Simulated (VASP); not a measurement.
A run of VASP 6.6.1:

The input INCAR:

```
  PREC = Accurate
  ENCUT = 600
  EDIFF = 1E-6
  ISMEAR = 0
  SIGMA = 0.1
  LREAL = False
  LASPH = True
  NELM = 100
  ALGO = Normal
  ISIF = 3
  LWAVE = False
  LCHARG = False
  GGA = PE
  IBRION = 2
  NSW = 100
  EDIFFG = -0.01
```

The input KPOINTS:

```
regular mesh
0
Gamma
  15 15 12
```

POSCAR

```
Si
1.0
    3.9031587042      0.0000000000      0.0000000000
   -1.9515793521      3.3802345928      0.0000000000
    0.0000000000      0.0000000000      4.1070328541
Si
3
Direct
    0.0000000000      0.5000000000      0.3333333333
    0.5000000000      0.5000000000      0.6666666667
    0.5000000000      0.0000000000      0.0000000000
```

Potentials or basis: VASP PAW PBE potentials, release 64 (Si).

Command:

```bash
$ cat potpaw_PBE.64/Si/POTCAR > POTCAR
$ mpirun -np 1 vasp_std > vasp.out
```

Hardware: 1 thread of AMD EPYC 7R13, with other jobs on the host.

Question: How long does it take, and how much memory?

Answer: It took 4.7 min on 1 thread of AMD EPYC 7R13 (shared host), peak memory 0.22 GiB. Counts: scf iterations 19, k points 189, ion steps 3.
